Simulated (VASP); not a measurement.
Al:

```xyz
4
Lattice="2.7306 0.0000 0.0000 0.0000 5.6450 0.0000 0.0000 0.0000 6.9838" Properties=species:S:1:pos:R:3 pbc="T T T"
Al    0.0000    1.4931    0.0000
Al    0.0000    4.1519    0.0000
Al    0.0000    0.0000    4.8015
Al    0.0000    0.0000    2.1823
```

```yaml
Program: VASP 6.6.1
Task: relaxation of cell and atoms
Functional: PBE
Potentials_or_basis: VASP PAW PBE potentials, release 64 (Al)
Cutoff: 600 eV
k_mesh: 16 × 8 × 8
Occupations: gaussian, width 0.1 eV
Spin: no spin polarisation
```

At the start: pressure 0.4 GPa; volume 26.91 Å³/atom.

**Question.** How do energy, volume and symmetry change on relaxing?

**Answer.** Over 28 steps the energy falls by 13.0 meV/atom and the volume is 27.68 Å³/atom (+2.9 %); space group P4/mmm (No. 123, to 0.05 Å).

Step by step:
```csv
step,energy change (eV),largest force (eV/Å),pressure (GPa),volume (Å³)
1,0.0000,0.1922,0.35,107.65
2,-0.0145,0.1035,0.04,108.57
3,-0.0159,0.1408,-0.05,108.92
4,-0.0186,0.0905,0.03,108.90
5,-0.0208,0.0742,0.22,108.84
6,-0.0227,0.0800,0.12,109.18
7,-0.0245,0.0953,-0.09,109.94
8,-0.0266,0.0642,-0.11,110.11
9,-0.0300,0.0665,-0.17,110.57
10,-0.0301,0.0859,-0.17,110.64
11,-0.0315,0.0776,0.10,110.15
12,-0.0316,0.0757,0.16,110.04
13,-0.0329,0.0354,0.13,110.36
14,-0.0332,0.0760,0.11,110.61
15,-0.0345,0.0560,-0.15,111.44
16,-0.0351,0.0278,-0.51,112.57
17,-0.0354,0.0242,-0.54,112.66
18,-0.0362,0.0134,-0.63,112.93
19,-0.0373,0.0267,-0.82,113.46
20,-0.0394,0.0341,-0.79,113.34
21,-0.0447,0.0637,-0.72,112.97
22,-0.0464,0.1750,-0.52,112.17
23,-0.0472,0.1313,-0.60,112.49
24,-0.0497,0.0934,-0.42,111.94
25,-0.0520,0.0205,-0.03,110.82
26,-0.0520,0.0249,0.01,110.71
27,-0.0520,0.0187,0.00,110.72
28,-0.0521,0.0038,-0.01,110.72
```

Final structure:
```xyz
4
Lattice="2.7170 0.0000 0.0000 0.0000 6.3795 0.0000 0.0000 0.0000 6.3880" Properties=species:S:1:pos:R:3 pbc="T T T"
Al    0.0000    1.8714    0.0000
Al    0.0000    4.5081    0.0000
Al    0.0000    0.0000    4.5124
Al    2.7170    0.0000    1.8756
```
